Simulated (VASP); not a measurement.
# Co (P6_3/mmc) in VASP: single point with PBEsol

Aim: the single point of Co with PBEsol.

All numbers are computed with VASP 6.6.1; they aren't measurements. Logs are shortened: lines on timing, memory, paths and dates and some standing lists are left out, and cuts for length are marked.

### Step 1. The cell of the first run

Symmetry: P6_3/mmc, No. 194, hexagonal system. Conventional cell: a = 2.479 Å, b = 2.479 Å, c = 8.045 Å, α = 90.00°, β = 90.00°, γ = 120.00°. Within 3.3 Å of Co (site symmetry -3m) lie 12 Co at 2.47 to 2.48 Å. Within 3.3 Å of Co (site symmetry -6m2) lie 12 Co at 2.47 to 2.48 Å.

### Step 2. Single point, PBEsol, collinear spin, ferromagnetic start (10.71 Å³/atom)

Contents of INCAR:

```
SYSTEM = Co
PREC = Accurate ; ENCUT = 520
EDIFF = 1E-6 ; ISMEAR = 0
SIGMA = 0.1 ; LREAL = .FALSE.
LASPH = .TRUE. ; NELM = 150
ALGO = Normal ; ISIF = 2
LWAVE = .FALSE. ; LCHARG = .FALSE.
ISPIN = 2 ; MAGMOM = 1.81 1.83 1.81 1.83
LORBIT = 11 ; LMAXMIX = 4
GGA = PS ; NBANDS = 30
```

Contents of KPOINTS:

```
regular mesh
0
G
  18 18 6
  0 0 0
```

Contents of POSCAR:

```
Co
1.0
    2.4793104336      0.0000000000      0.0000000000
   -1.2396552168      2.1471458193      0.0000000000
    0.0000000000      0.0000000000      8.0450765124
Co
4
Direct
    0.0000000000      0.0000000000      0.0000000000
    0.3333333333      0.6666666667      0.2500000000
    0.0000000000      0.0000000000      0.5000000000
    0.6666666667      0.3333333333      0.7500000000
```

Potentials or basis: VASP PAW PBE potentials, release 64 (Co).

Command:

```console
$ cat potpaw_PBE.64/Co/POTCAR > POTCAR
$ mpirun -np 1 vasp_std > vasp.out
```

OUTCAR:

```text
SYSTEM = Co
   PREC = Accurate
   ENCUT = 520
   EDIFF = 1E-6
   ISMEAR = 0
   LREAL = .FALSE.
   LASPH = .TRUE.
   NELM = 150
   ISIF = 2
   ISPIN = 2
   LORBIT = 11
   GGA = PS

 ion  position               nearest neighbor table
   1  0.000  0.000  0.000-   2 2.47   4 2.47   2 2.47   4 2.47   4 2.47   2 2.47
   2  0.333  0.667  0.250-   1 2.47   3 2.47   1 2.47   3 2.47   1 2.47   3 2.47
   3  0.000  0.000  0.500-   2 2.47   4 2.47   2 2.47   4 2.47   4 2.47   2 2.47
   4  0.667  0.333  0.750-   1 2.47   3 2.47   1 2.47   3 2.47   1 2.47   3 2.47

  LATTYP: Found a hexagonal cell.
 ALAT       =     2.4793104336
 C/A-ratio  =     3.2448847080

  Lattice vectors:

 A1 = (   2.4793104336,   0.0000000000,   0.0000000000)
 A2 = (  -1.2396552168,   2.1471458193,   0.0000000000)
 A3 = (   0.0000000000,   0.0000000000,   8.0450765124)

Analysis of symmetry for initial positions (statically):
=====================================================================
 Subroutine PRICEL returns:
 Original cell was already a primitive cell.

 Routine SETGRP: Setting up the symmetry group for a
 hexagonal supercell.

 Subroutine GETGRP returns: Found 24 space group operations
 (whereof 12 operations were pure point group operations)
 out of a pool of 24 trial point group operations.

The static configuration has the point symmetry D_3d.
 The point group associated with its full space group is D_6h.

Analysis of symmetry for dynamics (positions and initial velocities):
=====================================================================
 Subroutine PRICEL returns:
 Original cell was already a primitive cell.

 Routine SETGRP: Setting up the symmetry group for a
 hexagonal supercell.

 Subroutine GETGRP returns: Found 24 space group operations
 (whereof 12 operations were pure point group operations)
 out of a pool of 24 trial point group operations.

The dynamic configuration has the point symmetry D_3d.
 The point group associated with its full space group is D_6h.

Analysis of structural, dynamic, and magnetic symmetry:
=====================================================================
 Subroutine PRICEL returns:
 Original cell was already a primitive cell.

 Routine SETGRP: Setting up the symmetry group for a
 hexagonal supercell.

 Subroutine GETGRP returns: Found 24 space group operations
 (whereof 12 operations were pure point group operations)
 out of a pool of 24 trial point group operations.

The overall configuration has the point symmetry D_3d.
 The point group associated with its full space group is D_6h.

 Subroutine INISYM returns: Found 24 space group operations
 (whereof 12 operations are pure point group operations),
 and found     1 'primitive' translations

----------------------------------------------------------------------------------------

                                     Primitive cell

  volume of cell :      42.8275

  direct lattice vectors                    reciprocal lattice vectors
     2.479310434  0.000000000  0.000000000     0.403337955  0.232867277  0.000000000
    -1.239655217  2.147145819  0.000000000     0.000000000  0.465734554  0.000000000
     0.000000000  0.000000000  8.045076512     0.000000000  0.000000000  0.124299626

  length of vectors
     2.479310434  2.479310434  8.045076512     0.465734554  0.465734554  0.124299626

  position of ions in fractional coordinates (direct lattice)
     0.000000000  0.000000000  0.000000000
     0.333333333  0.666666667  0.250000000
     0.000000000  0.000000000  0.500000000
     0.666666667  0.333333333  0.750000000

  ion indices of the primitive-cell ions
   primitive index   ion index
                 1           1
                 2           2
                 3           3
                 4           4

----------------------------------------------------------------------------------------

 KPOINTS: regular mesh

Automatic generation of k-mesh.
 Grid dimensions read from file:
 generate k-points for:   18   18    6

 Generating k-lattice:

  Cartesian coordinates                     Fractional coordinates (reciprocal lattice)
     0.022407664  0.012937071  0.000000000     0.055555556  0.000000000  0.000000000
     0.000000000  0.025874142  0.000000000     0.000000000  0.055555556  0.000000000
     0.000000000  0.000000000  0.020716604     0.000000000  0.000000000  0.166666667

  Length of vectors
     0.025874142  0.025874142  0.020716604

  Shift w.r.t. Gamma in fractional coordinates (k-lattice)
     0.000000000  0.000000000  0.000000000

 Subroutine IBZKPT returns following result:
 ===========================================

 Found    148 irreducible k-points:

 Following reciprocal coordinates:
            Coordinates               Weight
  0.000000  0.000000  0.000000      1.000000
  0.055556 -0.000000  0.000000      6.000000
  0.111111 -0.000000  0.000000      6.000000
  0.166667  0.000000  0.000000      6.000000
  0.222222  0.000000  0.000000      6.000000
  0.277778 -0.000000  0.000000      6.000000
[... 16 lines left out ...]
  0.333333  0.111111  0.000000     12.000000
  0.388889  0.111111  0.000000     12.000000
 [... further k-points ...]
   k-points           NKPTS =    148   k-points in BZ     NKDIM =    148   number of bands    NBANDS=     30
   number of dos      NEDOS =    301   number of ions     NIONS =      4
   total plane-waves  NPLWV =  19440
   dimension x,y,z NGX =    18 NGY =   18 NGZ =   60
   dimension x,y,z NGXF=    36 NGYF=   36 NGZF=  120
   ions per type =               4
   NGX,Y,Z   is equivalent  to a cutoff of  12.07, 12.07, 12.40 a.u.
   NGXF,Y,Z  is equivalent  to a cutoff of  24.14, 24.14, 24.80 a.u.
 SYSTEM =  Co
   PREC   = accura    normal or accurate (medium, high low for compatibility)
   ISTART =      0    job   : 0-new  1-cont  2-samecut
   ICHARG =      2    charge: 1-file 2-atom 10-const
   ISPIN  =      2    spin polarized calculation?
   LNONCOLLINEAR =      F non collinear calculations
   LSORBIT =      F    spin-orbit coupling
   LASPH  =      T    aspherical Exc in radial PAW
   ENCUT  =  520.0 eV  38.22 Ry    6.18 a.u.   4.61  4.61 14.96*2*pi/ulx,y,z
   NELM   =    150;   NELMIN=  2; NELMDL= -5     # of ELM steps
   EDIFF  = 0.1E-05   stopping-criterion for ELM
   LREAL  =      F    real-space projection
   EDIFFG = 0.1E-04   stopping-criterion for IOM
   NSW    =      0    number of steps for IOM
   IBRION =     -1    ionic relax: 0-MD 1-quasi-New 2-CG
   NFREE  =      0    steps in history (QN), initial steepest desc. (CG)
   ISIF   =      2    stress and relaxation
   ISYM   =      2    0-nonsym 1-usesym 2-fastsym
   POTIM  = 0.5000    time-step for ionic-motion
   TEBEG  =    0.0;   TEEND  =   0.0 temperature during run
   PSTRESS=    0.0 pullay stress
   NELECT =      36.0000    total number of electrons
   NUPDOWN=      -1.0000    fix difference up-down
   EMIN   =  10.00;   EMAX   =-10.00  energy-range for DOS
   EFERMI =   0.00;   METHOD = LEGACY
   ISMEAR =     0;   SIGMA  =   0.10  broadening in eV -4-tet -1-fermi 0-gaus
   EFERMI_NEDOS =   21; number of points for ismear=-14 and -15
   IALGO  =     38    algorithm
   IMIX   =      4    mixing-type and parameters
     AMIX     =   0.40;   BMIX     =  1.00
     AMIX_MAG =   1.60;   BMIX_MAG =  1.00
  volume/ion in A,a.u.               =      10.71        72.25
  Fermi-wavevector in a.u.,A,eV,Ry     =   1.545022  2.919669 32.478390  2.387094
  Thomas-Fermi vector in A             =   2.650460
   LORBIT       =     11    0 simple, 1 ext, 2 COOP (PROOUT), +10 PAW based schemes
   GGA     = PS    functional components
   LHFCALC =     F    Hartree Fock is set to
   AEXX    =    0.0000 exact exchange contribution
   IVDW    =     0    specifies the selected vdW correction
   LEPSILON=     F    determine dielectric tensor
   LRPA    =     F    only Hartree local field effects (RPA)
 spin polarized calculation
 Gauss-broadening in eV      SIGMA  =   0.10
  energy-cutoff  :      520.00
  volume of cell :       42.83
 maximum number of plane-waves:      1172
   NGX =  9   NGY =  9   NGZ = 29

 number of electron      35.9999992 magnetization       6.4393155

 Free energy of the ion-electron system (eV)
  ---------------------------------------------------
  ext. energy  EPLUGINS =         0.00000000
  ---------------------------------------------------
  free energy    TOTEN  =       -30.89281615 eV

  energy without entropy =      -30.87598168  energy(sigma->0) =      -30.88439892

 E-fermi :  10.3230     XC(G=0): -13.6576

 val. band max:       10.3206123533   @ k =   0.1667   0.0000   0.3333
 cond. band min:      10.3256641386   @ k =   0.2222   0.1111   0.5000
 fundamental gap:      0.0050517853
 Fermi energy:        10.3230150391

 spin component 1

 k-point     1 :       0.0000    0.0000    0.0000
  band No.  band energies     occupation
      1       1.2026      1.00000
      2       3.4489      1.00000
      3       3.4706      1.00000
      4       5.0576      1.00000
      5       7.2957      1.00000
      6       7.3259      1.00000
[... 781 lines left out ...]
     29      22.8452      0.00000
     30      23.7528      0.00000

 [... further k-points ...]

 spin component 2

 k-point     1 :       0.0000    0.0000    0.0000
  band No.  band energies     occupation
      1       1.2753      1.00000
      2       3.5981      1.00000
      3       3.6034      1.00000
      4       5.9945      1.00000
      5       8.6328      1.00000
      6       8.6856      1.00000
[... 781 lines left out ...]
     29      23.2092      0.00000
     30      24.2794      0.00000

 [... further k-points ...]
[... 5 lines left out ...]
  --------------------------------------------------------------------------------------
  -------------------------------------------------------------------------------------
  Total       -2.0219270     -2.0219270     -2.0113072      0.0000000     -0.0000000      0.0000000
  in kB      -75.6403335    -75.6403335    -75.2430470      0.0000000     -0.0000000      0.0000000
  external PRESSURE =     -75.5079047 kB  Pullay stress =       0.0000000 kB

 VOLUME and BASIS-vectors are now :
 -----------------------------------------------------------------------------
  energy-cutoff  :      520.00
  volume of cell :       42.83
      direct lattice vectors                 reciprocal lattice vectors
     2.479310434  0.000000000  0.000000000     0.403337955  0.232867277  0.000000000
    -1.239655217  2.147145819  0.000000000     0.000000000  0.465734554  0.000000000
     0.000000000  0.000000000  8.045076512     0.000000000  0.000000000  0.124299626

 POSITION                                       TOTAL-FORCE (eV/Angst)
 -----------------------------------------------------------------------------------
      0.00000      0.00000      0.00000        -0.000000      0.000000     -0.000000
     -0.00000      1.43143      2.01127         0.000000     -0.000000      0.000000
      0.00000      0.00000      4.02254        -0.000000      0.000000     -0.000000
      1.23966      0.71572      6.03381        -0.000000      0.000000     -0.000000
 -----------------------------------------------------------------------------------
    total drift:                                0.000000     -0.000000      0.000000

  FREE ENERGIE OF THE ION-ELECTRON SYSTEM (eV)
  ---------------------------------------------------
  free  energy   TOTEN  =       -30.8928161485 eV

  energy  without entropy=      -30.8759816818  energy(sigma->0) =      -30.88439892

 total charge

# of ion       s       p       d       tot
------------------------------------------
    1        0.496   0.536   7.267   8.299
    2        0.495   0.539   7.260   8.294
    3        0.496   0.536   7.267   8.299
    4        0.495   0.539   7.260   8.294
--------------------------------------------------
tot          1.982   2.149  29.055  33.186

 magnetization (x)

# of ion       s       p       d       tot
------------------------------------------
    1       -0.014  -0.047   1.674   1.613
    2       -0.014  -0.049   1.692   1.629
    3       -0.014  -0.047   1.674   1.613
    4       -0.014  -0.049   1.692   1.629
--------------------------------------------------
tot         -0.056  -0.192   6.732   6.485
```

It took 9.8 min on 1 thread of Intel Xeon 8259CL, shared host; peak memory 0.32 GiB.

What came out:

- Free energy: -30.8928 eV
- Pressure: -7.6 GPa
- Net moment: 6.44 μB per cell
- Site moments: Co +1.61, +1.63 (each value once) μB
- Valence electrons inside the program's atomic spheres: Co 8.30, 8.29 (each value once)

Caveat: the cell stands under tension; the PAW data sets were made with another functional, which shifts forces and pressure a little.
